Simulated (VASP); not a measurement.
Wanted: the native input for a VASP 6.6.1 run.

* Task: single point
* Functional: r2SCAN
* Potentials or basis: VASP PAW PBE potentials, release 64 (Cd, F)
* Cutoff: 520 eV
* k mesh: 10 × 10 × 10
* Occupations: fermi-dirac, width 0.02 eV
* Spin: no spin polarisation
* Dipole correction: no
* Further INCAR settings: ALGO = Normal; EDIFF = 1e-06; NBANDS = 20

Crystal: CdF2.

```
Cd F
1.0
     0.00000    2.73107    2.73107
     2.73107    0.00000    2.73107
     2.73107    2.73107    0.00000
Cd F
1 2
Direct
  0.00000 0.00000 0.00000
  0.25000 0.25000 0.25000
  0.75000 0.75000 0.75000
```

The input as run:

POSCAR

```
CdF2
1.0
    0.0000000000      2.7310685800      2.7310685800
    2.7310685800      0.0000000000      2.7310685800
    2.7310685800      2.7310685800      0.0000000000
Cd F
1 2
Direct
    0.0000000000      0.0000000000      0.0000000000
    0.2500000000      0.2500000000      0.2500000000
    0.7500000000      0.7500000000      0.7500000000
```

INCAR.step1

```
PREC = Accurate
ENCUT = 520
ISMEAR = -1
SIGMA = 0.02
LREAL = F
LASPH = T
NELM = 80
NBANDS = 20
GGA = PE
ALGO = Normal
EDIFF = 1E-4
LWAVE = T
LCHARG = F
```

INCAR.step2

```
PREC = Accurate
ENCUT = 520
EDIFF = 1E-6
ISMEAR = -1
SIGMA = 0.02
LREAL = F
LASPH = T
NELM = 80
ALGO = Normal
ISIF = 2
LWAVE = F
LCHARG = T
METAGGA = R2SCAN
LMIXTAU = T
LELF = T
LVHAR = T
NBANDS = 20
ISTART = 1
```

KPOINTS

```
Automatic mesh
0
Gamma
  10 10 10
```

Potentials or basis: VASP PAW PBE potentials, release 64 (Cd, F).

The run is started by

```console
$ cat potpaw_PBE.64/Cd/POTCAR potpaw_PBE.64/F/POTCAR > POTCAR
$ cp INCAR.step1 INCAR
$ mpirun -np 1 vasp_std > vasp.out
$ cp INCAR.step2 INCAR
$ mpirun -np 1 vasp_std > vasp.out
```

Results of the run:

```json
{"Pressure": "-3.4 GPa", "Band gap on the k mesh": "3.61 eV (least direct gap 4.16 eV)"}
```

Caveat: the cell stands under tension; the PAW data sets were made with another functional, which shifts forces and pressure a little.

Wall time 2.5 min on 1 thread of Intel Xeon 8259CL, with other jobs on the host, peak memory 0.19 GiB.
